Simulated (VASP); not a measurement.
A run of VASP 6.6.1 is set up as follows.

INCAR

```
ALGO = Normal ; EDIFF = 1E-6
ENCUT = 520 ; ISIF = 2
ISMEAR = 0 ; LASPH = T
LCHARG = T ; LELF = T
LREAL = F ; LVHAR = T
LWAVE = F ; NBANDS = 26
NELM = 100 ; PREC = Accurate
SIGMA = 0.05
```

KPOINTS

```
k-points
0
Gamma
  12 12 4
```

POSCAR

```
C
1.0
    2.4896249417      0.0000000000      0.0000000000
   -1.2448124708      2.1560784454      0.0000000000
    0.0000000000      0.0000000000      8.2142660865
C
8
Direct
    0.0000000000      0.0000000000      0.0914756587
    0.0000000000      0.0000000000      0.5914756587
    0.0000000000      0.0000000000      0.4085243413
    0.0000000000      0.0000000000      0.9085243413
    0.3333333333      0.6666666667      0.1566801912
    0.6666666667      0.3333333333      0.6566801912
    0.3333333333      0.6666666667      0.3433198088
    0.6666666667      0.3333333333      0.8433198088
```

Potentials or basis: VASP PAW LDA potentials, release 64 (C).

Command:

```sh
$ cat potpaw_LDA.64/C/POTCAR > POTCAR
$ mpirun -np 1 vasp_std > vasp.out
```

Q: Estimate the largest force.

A: 0.956 eV/Å.

Q: Estimate the band gap on the k mesh.

A: 4.40 eV, indirect (least direct gap 4.98 eV).

Q: Predict the pressure.

A: 1.7 GPa.

Stress tensor (GPa, compression positive):
```
1.06 0.00 0.00
0.00 1.06 0.00
0.00 0.00 3.02
```

Caveat: the cell differs from its parent crystal (mode 21 frozen in at -0.012 Å, strain +e along z and -e/2 along x and y +0.0000). A k mesh can miss the band edges.
